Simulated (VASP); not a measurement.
CaO:

```
CELL_PARAMETERS angstrom
0.00000 2.37107 2.37107
2.37107 0.00000 2.37107
2.37107 2.37107 0.00000
ATOMIC_POSITIONS crystal
Ca 0.00000 0.00000 0.00000
O 0.50000 0.50000 0.50000
```

Base run:

```yaml
Program: VASP 6.6.1
Functional: b88 exchange, pbe correlation
Potentials_or_basis: VASP PAW PBE potentials, release 64 (Ca_sv, O)
Cutoff: 600 eV
k_mesh: 10 × 10 × 10
Occupations: fermi-dirac, width 0.05 eV
Spin: no spin polarisation
```

Its results: band gap on the k mesh 3.65 eV (least direct gap 4.01 eV); pressure 7.0 GPa.

The run is repeated on the same cell with these changes: functional from b88 exchange, pbe correlation to PBEsol; cutoff from 600 eV to 520 eV; dispersion from none to D4. What comes out?

Band gap on the k mesh 3.51 eV (least direct gap 3.88 eV); pressure 1.2 GPa.

Several settings changed at once.

Caveats: the PAW data sets were made with another functional, which shifts forces and pressure a little; the cell stands under pressure (at least some runs).

A k mesh can miss the band edges.
